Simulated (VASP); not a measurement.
# TlCuF6 (Fm-3m) in VASP: further runs, part 2 of 2

VASP 6.6.1. The steps go on from the part before.

## Step 3: Relaxation of cell and atoms, LDA

This run uses another cell than the first one, of 15.63 Å³/atom, 0.746 times its volume.

File INCAR:

```
PREC     = Accurate       # precision mode
ENCUT    = 600            # plane-wave cutoff, eV
EDIFF    = 1E-7           # SCF threshold, eV
ISMEAR   = 0              # smearing method
SIGMA    = 0.02           # smearing width, eV
LREAL    = F              # projectors in reciprocal space
LASPH    = T              # aspherical terms in the spheres
NELM     = 120            # most SCF steps
ALGO     = Normal         # electronic algorithm
ISIF     = 3              # what is computed and relaxed
LWAVE    = F              # write WAVECAR
LCHARG   = F              # write CHGCAR
GGA      = CA             # functional
IBRION   = 2              # ionic algorithm
NSW      = 60             # ionic steps
EDIFFG   = -0.01          # ionic threshold
GGA_COMPAT= F            
NELMIN   = 4
```

File KPOINTS:

```
regular mesh
0
Gamma
  6 6 6
```

File POSCAR:

```
TlCuF6
1.0
    5.6123740214      0.0000000000      0.0000000000
    2.8061870107      4.8604584780      0.0000000000
    2.8061870107      1.6201528260      4.5824841993
Tl Cu F
1 1 6
Direct
    0.0000000000      0.0000000000      0.0000000000
    0.5000000000      0.5000000000      0.5000000000
    0.2666429357      0.2666429357      0.7333570643
    0.2666429357      0.7333570643      0.7333570643
    0.7333570643      0.7333570643      0.2666429357
    0.2666429357      0.7333570643      0.2666429357
    0.7333570643      0.2666429357      0.7333570643
    0.7333570643      0.2666429357      0.2666429357
```

Potentials or basis: VASP PAW LDA potentials, release 64 (Tl_d, Cu, F).

Command:

```bash
$ cat potpaw_LDA.64/Tl_d/POTCAR potpaw_LDA.64/Cu/POTCAR potpaw_LDA.64/F/POTCAR > POTCAR
$ mpirun -np 1 vasp_std > vasp.out
```

OUTCAR:

```text
PREC = Accurate
   ENCUT = 600
   EDIFF = 1E-7
   ISMEAR = 0
   LREAL = F
   LASPH = T
   NELM = 120
   ISIF = 3
   GGA = CA
   IBRION = 2
   NSW = 60
   EDIFFG = -0.01
   NELMIN = 4

 ion  position               nearest neighbor table
   1  0.000  0.000  0.000-   4 2.12   8 2.12   7 2.12   6 2.12   5 2.12   3 2.12
   2  0.500  0.500  0.500-   4 1.85   8 1.85   7 1.85   6 1.85   5 1.85   3 1.85
   3  0.267  0.267  0.733-   2 1.85   1 2.12
   4  0.267  0.733  0.733-   2 1.85   1 2.12
   5  0.733  0.733  0.267-   2 1.85   1 2.12
[... 929 lines left out ...]
  Total       -0.0736970     -0.0736970     -0.0736970     -0.0000000      0.0000000     -0.0000000
  in kB       -0.9422464     -0.9422464     -0.9422464     -0.0000000      0.0000000     -0.0000000
  external PRESSURE =      -0.9422464 kB  Pullay stress =       0.0000000 kB

 VOLUME and BASIS-vectors are now :
 -----------------------------------------------------------------------------
  energy-cutoff  :      600.00
  volume of cell :      125.31
      direct lattice vectors                 reciprocal lattice vectors
     5.616988849 -0.000000000 -0.000000000     0.178031331 -0.102786437 -0.072680986
     2.808494424  4.864455036  0.000000000     0.000000000  0.205572874 -0.072680986
     2.808494424  1.621485012  4.586252190     0.000000000 -0.000000000  0.218042959

 POSITION                                       TOTAL-FORCE (eV/Angst)
 -----------------------------------------------------------------------------------
      5.61699      6.48594      4.58625         0.000000      0.000000      0.000000
      5.61699      3.24297      2.29313         0.000000      0.000000      0.000000
      4.30404      2.48494      3.36514         0.006323      0.003650     -0.005162
      5.61699      4.75903      3.36514         0.000000     -0.007301     -0.005162
      6.92993      4.00100      1.22111        -0.006323     -0.003650      0.005162
      4.30404      4.00100      1.22111         0.006323     -0.003650      0.005162
      6.92993      2.48494      3.36514        -0.006323      0.003650     -0.005162
      5.61699      1.72691      1.22111         0.000000      0.007301      0.005162
 -----------------------------------------------------------------------------------
    total drift:                                0.000000     -0.000000     -0.000000

  FREE ENERGIE OF THE ION-ELECTRON SYSTEM (eV)
  ---------------------------------------------------
  free  energy   TOTEN  =       -33.3231742817 eV

  energy  without entropy=      -33.3218577823  energy(sigma->0) =      -33.32251603

 reached required accuracy - stopping structural energy minimisation
```

OSZICAR:

```text
N       E                     dE             d eps       ncg     rms          rms(c)
DAV:   1     0.841404319774E+03    0.84140E+03   -0.36576E+04  1248   0.208E+03
DAV:   2     0.579294359104E+02   -0.78347E+03   -0.72328E+03  1473   0.526E+02
DAV:   3    -0.406183004900E+02   -0.98548E+02   -0.96208E+02  1487   0.194E+02
DAV:   4    -0.443769711776E+02   -0.37587E+01   -0.37437E+01  1580   0.405E+01
[... 20 lines left out ...]
DAV:   4    -0.333232107114E+02    0.61719E-03   -0.14453E-03  1454   0.132E+00    0.421E-02
DAV:   5    -0.333231822709E+02    0.28441E-04   -0.16150E-04  1716   0.129E-01    0.396E-02
DAV:   6    -0.333231752937E+02    0.69772E-05   -0.26286E-05  1871   0.106E-01    0.127E-02
DAV:   7    -0.333231743026E+02    0.99106E-06   -0.45166E-06  1698   0.174E-02    0.291E-03
DAV:   8    -0.333231742817E+02    0.20910E-07   -0.39005E-07  1343   0.595E-03
   2 F= -.33323174E+02 E0= -.33322516E+02  d E =-.590673E-03
```

CONTCAR:

```text
TlCuF6
   1.00000000000000
     5.6169888487640254   -0.0000000000000000   -0.0000000000000000
     2.8084944243820127    4.8644550357311473    0.0000000000000000
     2.8084944243820127    1.6214850119103825    4.5862521900641484
  Tl              Cu              F
     1     1     6
Direct
     0.0000000000000000    1.0000000000000000    1.0000000000000000
     0.5000000000000000    0.5000000000000000    0.5000000000000000
     0.2662548566573503    0.2662548566573503    0.7337451433426497
     0.2662548566573503    0.7337451433426497    0.7337451433426497
     0.7337451433426497    0.7337451433426497    0.2662548566573503
     0.2662548566573503    0.7337451433426497    0.2662548566573503
     0.7337451433426497    0.2662548566573503    0.7337451433426497
     0.7337451433426497    0.2662548566573503    0.2662548566573503

  0.00000000E+00  0.00000000E+00  0.00000000E+00
  0.00000000E+00  0.00000000E+00  0.00000000E+00
  0.00000000E+00  0.00000000E+00  0.00000000E+00
  0.00000000E+00  0.00000000E+00  0.00000000E+00
  0.00000000E+00  0.00000000E+00  0.00000000E+00
  0.00000000E+00  0.00000000E+00  0.00000000E+00
  0.00000000E+00  0.00000000E+00  0.00000000E+00
  0.00000000E+00  0.00000000E+00  0.00000000E+00
```

It took 2.6 min on 1 thread of AMD EPYC 9R45 (Zen 5), shared host; peak memory 0.28 GiB.

Results:

| Property | Result |
| --- | --- |
| Free energy | -33.3232 eV |
| Relaxed volume | 15.66 Å³/atom |
| Relaxed cell | a = 5.617 Å, b = 5.617 Å, c = 5.617 Å, α = 60.00°, β = 60.00°, γ = 60.00° |
| Space group after relaxing (to 0.05 Å) | Fm-3m (No. 225) |
| Energy gained by relaxing | 0.1 meV/atom |
| Ionic steps | 2 |
| Pressure after relaxing | -0.1 GPa |
| Largest force after relaxing | 0.009 eV/Å |
| Band gap on the k mesh | zero (band 33 reaches -0.93 eV, above the bottom of band 34 at -1.79 eV) |

Forces in eV/Å, atoms in the order of the input:
```
Tl   0.000  0.000  0.000
Cu   0.000  0.000  0.000
F    0.006  0.004 -0.005
F    0.000 -0.007 -0.005
F   -0.006 -0.004  0.005
F    0.006 -0.004  0.005
F   -0.006  0.004 -0.005
F    0.000  0.007  0.005
```

The path:
| step | energy change (eV) | largest force (eV/Å) | pressure (GPa) | volume (Å³) |
| --- | --- | --- | --- | --- |
| 1 | 0.0000 | 0.0638 | 0.17 | 125.00 |
| 2 | -0.0006 | 0.0089 | -0.09 | 125.31 |

Final structure:
```
Tl Cu F
1.0
     5.61699    0.00000    0.00000
     2.80849    4.86446    0.00000
     2.80849    1.62149    4.58625
Tl Cu F
1 1 6
Direct
  0.00000 0.00000 0.00000
  0.50000 0.50000 0.50000
  0.26625 0.26626 0.73375
  0.26625 0.73375 0.73375
  0.73375 0.73375 0.26625
  0.26625 0.73375 0.26625
  0.73375 0.26626 0.73375
  0.73375 0.26625 0.26625
```

Caveat: spin-orbit coupling is left out, which moves the levels of the heavy elements; semilocal functionals often make such compounds metallic where correlation or magnetic order opens a gap, which also shifts bond lengths. With open d or f shells a metallic result of LDA can be an artefact of self-interaction; +U or a hybrid may open a gap.
